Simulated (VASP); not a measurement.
Write the native input for VASP 6.6.1 that does the following.

| Property | Result |
| --- | --- |
| Task | single point |
| Functional | PBE |
| Potentials or basis | VASP PAW PBE potentials, release 64 (Cs_sv, Li_sv, Cr_pv, Te, S) |
| Cutoff | 520 eV |
| k mesh | 4 × 4 × 3 |
| Occupations | fermi-dirac, width 0.05 eV |
| Spin | collinear spin, ferromagnetic start |
| Starting moments | [0.0, 0.0, 3.0, 3.0, 0.0, 0.0, 0.0, 0.0, 0.0] μB |
| Dipole correction | no |
| Further INCAR settings | ALGO = Fast; EDIFF = 1e-06; NBANDS = 47 |

The structure of CsLiCr2Te2S3 lies in POSCAR:

```
CsLiCr2Te2S3
1.0
    3.4666464793     -5.2488647918      0.0079431697
    3.4666464793      5.2488647918      0.0079431697
   -2.9423263562      0.0000000000      7.5287166086
Cs Li Cr Te S
1 1 2 2 3
Direct
    0.0937400000      0.0937400000      0.0085300000
    0.5887500000      0.5887500000      0.5533600000
    0.0564600000      0.4675500000      0.5579000000
    0.4675500000      0.0564600000      0.5579000000
    0.5648600000      0.8735700000      0.2903500000
    0.8735700000      0.5648600000      0.2903500000
    0.8115100000      0.3969700000      0.7334700000
    0.3969700000      0.8115100000      0.7334700000
    0.2140400000      0.2140400000      0.4837100000
```

One way to write it, as run:

INCAR

```
SYSTEM = CsLiCr2Te2S3
PREC = Accurate ; ENCUT = 520
EDIFF = 1E-6 ; ISMEAR = -1
SIGMA = 0.05 ; LREAL = .False.
LASPH = .True. ; NELM = 150
ALGO = Fast ; ISIF = 2
LWAVE = .False. ; LCHARG = .False.
ISPIN = 2 ; MAGMOM = 0 0 3 3 0 0 0 0 0
LORBIT = 11 ; LMAXMIX = 4
GGA = PE ; NBANDS = 47
```

KPOINTS

```
regular mesh
0
Gamma
  4 4 3
  0 0 0
```

Potentials or basis: VASP PAW PBE potentials, release 64 (Cs_sv, Li_sv, Cr_pv, Te, S).

Run with:

```console
$ cat potpaw_PBE.64/Cs_sv/POTCAR potpaw_PBE.64/Li_sv/POTCAR potpaw_PBE.64/Cr_pv/POTCAR potpaw_PBE.64/Te/POTCAR potpaw_PBE.64/S/POTCAR > POTCAR
$ mpirun -np 1 vasp_std > vasp.out
```

Results of the run:

```
Largest force                                         : 0.339 eV/Å
Band gap on the k mesh                                : zero (filled and empty bands overlap)
Net moment                                            : 4.03 μB per cell
Site moments                                          : Cs -0.00; Li +0.00; Cr +2.37; Te -0.22; S -0.10 μB
Valence electrons inside the program's atomic spheres : Cs 6.56; Li 2.06; Cr 10.72; Te 3.36; S 3.72, 3.74 (each value once)
```

Caveat: spin-orbit coupling is left out, which moves the levels of the heavy elements; the run started ferromagnetic, and an antiferromagnetic order may lie lower in energy.

Wall time 20 min on 1 thread of Oxide Virtual Turin-like Processor (shared host), peak memory 0.64 GiB.
